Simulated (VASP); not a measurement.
Set up this calculation in VASP 6.6.1, as the native input.

- Task: single point
- Functional: PBE
- Potentials or basis: VASP PAW PBE potentials, release 64 (La, Ni, I)
- Cutoff: 520 eV
- k mesh: 4 × 4 × 4
- Occupations: gaussian, width 0.1 eV
- Spin: collinear spin, ferromagnetic start
- Starting moments: [0.0, 2.0, 0.0] μB
- Dipole correction: no
- Further INCAR settings: ALGO = Fast; EDIFF = 1e-06; NBANDS = 25

The structure of LaNiI lies in POSCAR:

```
LaNiI
1.0
    4.3852507200      0.0000000000      0.0000000000
    0.0000000000      4.3852507200      0.0000000000
    0.0000000000      0.0000000000      4.7266068100
La Ni I
1 1 1
Direct
    0.0000000000      0.0000000000      0.0000000000
    0.5000000000      0.5000000000      0.0000000000
    0.5000000000      0.5000000000      0.5000000000
```

The cell was generated, and may not be a known phase.

One way to write it, as run:

INCAR

```
ALGO = Fast
EDIFF = 1E-6
ENCUT = 520
GGA = PE
ISIF = 2
ISMEAR = 0
ISPIN = 2
LASPH = True
LCHARG = False
LMAXMIX = 6
LORBIT = 11
LREAL = False
LWAVE = False
MAGMOM = 0 2 0
NBANDS = 25
NELM = 150
PREC = Accurate
SIGMA = 0.1
```

KPOINTS

```
k-points
0
Gamma
  4 4 4
```

Potentials or basis: VASP PAW PBE potentials, release 64 (La, Ni, I).

The run is started by

```bash
$ cat potpaw_PBE.64/La/POTCAR potpaw_PBE.64/Ni/POTCAR potpaw_PBE.64/I/POTCAR > POTCAR
$ mpirun -np 1 vasp_std > vasp.out
```

It gave:

| Quantity | Value |
| --- | --- |
| Pressure | -1.5 GPa |
| Net moment | -0.36 μB per cell |
| Site moments | La -0.13; Ni -0.00; I +0.01 μB |
| Valence electrons inside the program's atomic spheres | La 8.46; Ni 9.40; I 4.31 |

Caveat: the stress differs along the axes, from -6 to 8 GPa.

Run time: 4.7 min on 1 thread of Oxide Virtual Turin-like Processor, with other jobs on the host, peak memory 0.27 GiB.
